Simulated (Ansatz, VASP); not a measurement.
# Two plane-wave programs on GaAs

Contents of POSCAR:

```
GaAs
1.0
    3.3286687154      0.0000000000      0.0000000000
    0.0000000000      3.3286687154      0.0000000000
    0.0000000000      0.0000000000      3.3286687154
Ga As
1 1
Direct
    0.0000000000      0.0000000000      0.0000000000
    0.5000000000      0.5000000000      0.5000000000
```

Contents of INCAR.step1:

```
  ALGO = Normal
  EDIFF = 1E-4
  ENCUT = 520
  GGA = PE
  ISMEAR = -1
  LASPH = True
  LCHARG = False
  LREAL = False
  LWAVE = True
  NBANDS = 16
  NELM = 60
  PREC = Accurate
  SIGMA = 0.02
```

Contents of INCAR.step2:

```
  ALGO = Normal
  EDIFF = 1E-6
  ENCUT = 520
  ISIF = 2
  ISMEAR = -1
  ISTART = 1
  LASPH = True
  LCHARG = False
  LMIXTAU = True
  LREAL = False
  LWAVE = False
  METAGGA = R2SCAN
  NBANDS = 16
  NELM = 60
  PREC = Accurate
  SIGMA = 0.02
```

KPOINTS

```
k-points
0
Gamma
  6 6 6
```

Input for Ansatz:

```yaml
crystal:
  lattice:
    - [3.3286687154, 0.0, 0.0]
    - [0.0, 3.3286687154, 0.0]
    - [0.0, 0.0, 3.3286687154]
  atoms:
    - { symbol: Ga, position: [0.0, 0.0, 0.0] }
    - { symbol: As, position: [0.5, 0.5, 0.5] }
kpoints:
  mp_grid: { grid: [6, 6, 6] }
hamiltonian:
  xc: r2scan
scf:
  occupations: { method: fermi_dirac, width: 0.02 }
  n_extra_bands: 4
output:
  forces: true
  stress: true
  eigenvalues: true
```

Alike in both runs: task single point; functional r2SCAN; k mesh 6 × 6 × 6; occupations fermi-dirac, width 0.02 eV; no spin polarisation.

|  | VASP | Ansatz |
| --- | --- | --- |
| version | VASP 6.6.1 | Ansatz 0.2.0 |
| potentials or method | VASP PAW PBE potentials, release 64 (Ga_d, As) | plane waves, PAW |
| plane-wave cutoff (eV) | 520 | 500 |
| valence electrons in the cell | 18 | 28 |

|  | VASP | Ansatz | Ansatz less VASP |
| --- | --- | --- | --- |
| pressure (GPa) | 0.4 | 0.4 | +0.04 |

VASP's potentials were made for PBE, not for r2SCAN. The functional is the same, so the differences come from potentials, cutoffs and numerics. VASP's potentials hold 18 valence electrons a cell and Ansatz's 28, so a difference there can come from the potentials and not from the codes.
